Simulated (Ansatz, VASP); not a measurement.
# Bi: VASP beside Ansatz

```xyz
4
Lattice="-4.4497 4.4497 2.0656 4.4497 -4.4497 2.0656 4.4497 4.4497 -2.0656" Properties=species:S:1:pos:R:3 pbc="T T T"
Bi    3.1535    1.2963    0.0000
Bi    1.2963    3.1535    2.0656
Bi    1.2963    5.7460    0.0000
Bi    3.1535   -1.2963    2.0656
```

Alike in both runs: task single point; functional PBE; k mesh 7 × 7 × 7; occupations fermi-dirac, width 0.05 eV; no spin polarisation.

|  | VASP | Ansatz |
| --- | --- | --- |
| version | VASP 6.6.1 | Ansatz 0.2.0 |
| potentials or method | VASP PAW PBE potentials, release 64 (Bi_d) | Ansatz PAW |
| plane-wave cutoff (eV) | 520 | 420 |
| valence electrons in the cell | 60 | 60 |

VASP gave:

| Item | Value |
| --- | --- |
| gap on the k mesh at the Fermi level (eV) | none |
| pressure (GPa) | 0.1 |
| rms of the force components (eV/Å) | 0.017 |

Problem. Which values does Ansatz return?

Solution. gap on the k mesh at the Fermi level (eV): none; pressure (GPa): 0.1; rms of the force components (eV/Å): 0.016.

Atom by atom the forces differ by 0.001 eV/Å (rms over components). A gap of «none» marks a metal or a gap that the smearing closes. With one functional, cell and mesh, what is left measures potentials, basis and numerics.

Neither program's run includes spin-orbit coupling.
